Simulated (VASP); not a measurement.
Write the native input for VASP 6.6.1 that does the following.

```
Task                    : single point
Functional              : PBE
Potentials or basis     : VASP PAW PBE potentials, release 64 (Ti_sv, C)
Cutoff                  : 520 eV
k mesh                  : 12 × 12 × 12
Occupations             : gaussian, width 0.1 eV
Spin                    : no spin polarisation
Dipole correction       : no
k mesh for the DOS      : 18 × 18 × 18
Occupations for the DOS : tetrahedron
Further INCAR settings  : ALGO = Normal; EDIFF = 1e-06; NBANDS = 20
```

The system is TiC3.

```xyz
4
Lattice="4.0493 0.0000 0.0000 0.0000 4.0493 0.0000 0.0000 0.0000 4.0493" Properties=species:S:1:pos:R:3 pbc="T T T"
Ti    0.0000    0.0000    0.0000
C     2.0246    0.0000    0.0000
C     0.0000    2.0246    0.0000
C     0.0000    0.0000    2.0246
```

These files were run (other wordings do the same):

POSCAR

```
TiC3
1.0
    4.0492945425      0.0000000000      0.0000000000
    0.0000000000      4.0492945425      0.0000000000
    0.0000000000      0.0000000000      4.0492945425
Ti C
1 3
Direct
    0.0000000000      0.0000000000      0.0000000000
    0.5000000000      0.0000000000      0.0000000000
    0.0000000000      0.5000000000      0.0000000000
    0.0000000000      0.0000000000      0.5000000000
```

INCAR.step1

```
SYSTEM = TiC3
PREC = Accurate
ENCUT = 520
EDIFF = 1E-6
ISMEAR = 0
SIGMA = 0.1
LREAL = .FALSE.
LASPH = .TRUE.
NELM = 80
ALGO = Normal
ISIF = 2
LWAVE = .FALSE.
LCHARG = .TRUE.
LMAXMIX = 4
GGA = PE
NBANDS = 20
```

KPOINTS.step1

```
regular mesh
0
G
  12 12 12
  0 0 0
```

INCAR.step2

```
SYSTEM = TiC3
PREC = Accurate
ENCUT = 520
EDIFF = 1E-6
ISMEAR = -5
SIGMA = 0.1
LREAL = .FALSE.
LASPH = .TRUE.
NELM = 80
ALGO = Normal
ISIF = 2
LWAVE = .FALSE.
LCHARG = .FALSE.
LMAXMIX = 4
GGA = PE
LORBIT = 11
NBANDS = 20
NEDOS = 2001
ICHARG = 11
```

KPOINTS.step2

```
regular mesh
0
G
  18 18 18
  0 0 0
```

Potentials or basis: VASP PAW PBE potentials, release 64 (Ti_sv, C).

Launch:

```sh
$ cat potpaw_PBE.64/Ti_sv/POTCAR potpaw_PBE.64/C/POTCAR > POTCAR
$ cp INCAR.step1 INCAR
$ cp KPOINTS.step1 KPOINTS
$ mpirun -np 1 vasp_std > vasp.out
$ cp INCAR.step2 INCAR
$ cp KPOINTS.step2 KPOINTS
$ mpirun -np 1 vasp_std > vasp.out
```

Results of the run:

| Item | Value |
| --- | --- |
| Valence electrons inside the program's atomic spheres | Ti 10.75; C 2.15 |

It took 5.4 min on 1 thread of Intel Xeon 8259CL (shared host), peak memory 0.36 GiB.
